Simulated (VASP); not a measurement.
Here is a VASP 6.6.1 calculation.

INCAR

```
SYSTEM = Gd2NbO
ALGO     = Normal         ! electronic algorithm
EDIFF    = 1E-6           ! SCF threshold, eV
ENCUT    = 520            ! plane-wave cutoff, eV
GGA      = PE             ! functional
ISIF     = 2              ! what is computed and relaxed
ISMEAR   = 0              ! smearing method
ISPIN    = 2              ! spin polarisation
LASPH    = .TRUE.         ! aspherical terms in the spheres
LCHARG   = .FALSE.        ! write CHGCAR
LMAXMIX  = 6              ! l up to which the mixer works
LORBIT   = 11             ! projections on sites
LREAL    = .FALSE.        ! projectors in reciprocal space
LWAVE    = .FALSE.        ! write WAVECAR
MAGMOM   = 7 7 0 0        ! initial moments
NBANDS   = 40             ! bands
NELM     = 150            ! most SCF steps
PREC     = Accurate       ! precision mode
SIGMA    = 0.1            ! smearing width, eV
```

The input KPOINTS:

```
k-points
0
G
  4 4 4
  0 0 0
```

POSCAR

```
Gd2NbO
1.0
    3.9090230100      0.0000000000      0.0000000000
    0.0000000000      3.9090230100      0.0000000000
    0.0000000000      0.0000000000      5.3170249700
Gd Nb O
2 1 1
Direct
    0.0000000000      0.0000000000      0.5000000000
    0.5000000000      0.5000000000      0.0000000000
    0.0000000000      0.0000000000      0.0000000000
    0.5000000000      0.5000000000      0.5000000000
```

Potentials or basis: VASP PAW PBE potentials, release 64 (Gd, Nb_sv, O).

Launch:

```bash
$ cat potpaw_PBE.64/Gd/POTCAR potpaw_PBE.64/Nb_sv/POTCAR potpaw_PBE.64/O/POTCAR > POTCAR
$ mpirun -np 1 vasp_std > vasp.out
```

What does it give for the net moment?

13.47 μB per cell.

Estimate the pressure.

0.6 GPa.

What does it give for the site moments?

Gd +6.69, +6.76; Nb -0.35; O -0.04 μB.

Stress tensor (GPa, compression positive):
```
-0.39  0.00  0.00
 0.00 -0.39  0.00
 0.00  0.00  2.52
```

Caveat: the k points lie up to 0.40 Å⁻¹ apart. The state reached can hang on the start; a lower one may exist.
